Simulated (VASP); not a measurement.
Nd3H, 8 atoms in the cell. Symmetry: P-6m2, No. 187, hexagonal system. The conventional cell has a = 3.629 Å, b = 3.629 Å, c = 9.258 Å, α = 90.00°, β = 90.00°, γ = 120.00°. Nd (site symmetry -6m2) has 12 Nd at 3.63 to 3.65 Å and 2 H at 4.63 Å within 4.8 Å. Within 3.7 Å of Nd (site symmetry 3m) lie 3 H at 2.66 Å and 10 Nd at 3.28 to 3.65 Å. H (site symmetry -6m2) has 6 Nd at 2.66 Å and 6 H at 3.63 Å within 3.7 Å. 

```yaml
Program: VASP 6.6.1
Task: single point
Functional: PBE
Potentials_or_basis: VASP PAW PBE potentials, release 64 (Nd_3, H), 4f in core
Cutoff: 500 eV
k_mesh: 6 × 4 × 4
Occupations: gaussian, width 0.2 eV
Spin: no spin polarisation
Dipole_correction: no
Mended: yes
Further_INCAR_settings: ALGO = Normal; EDIFF = 1e-06; NBANDS = 44
```

Potentials or basis: VASP PAW PBE potentials, release 64 (Nd_3, H), 4f in core.

Run with:

```console
$ cat potpaw_PBE.64/Nd_3/POTCAR potpaw_PBE.64/H/POTCAR > POTCAR
$ mpirun -np 1 vasp_std > vasp.out
```

Hardware: 1 thread of Intel(R) Xeon(R) 6975P-C (Granite Rapids), on a shared host.

Problem. How long does it take, and how much memory?

Solution. Run time: 2.2 min on 1 thread of Intel(R) Xeon(R) 6975P-C (Granite Rapids), on a shared host, peak memory 0.42 GiB. Counts: scf iterations 13, k points 36.
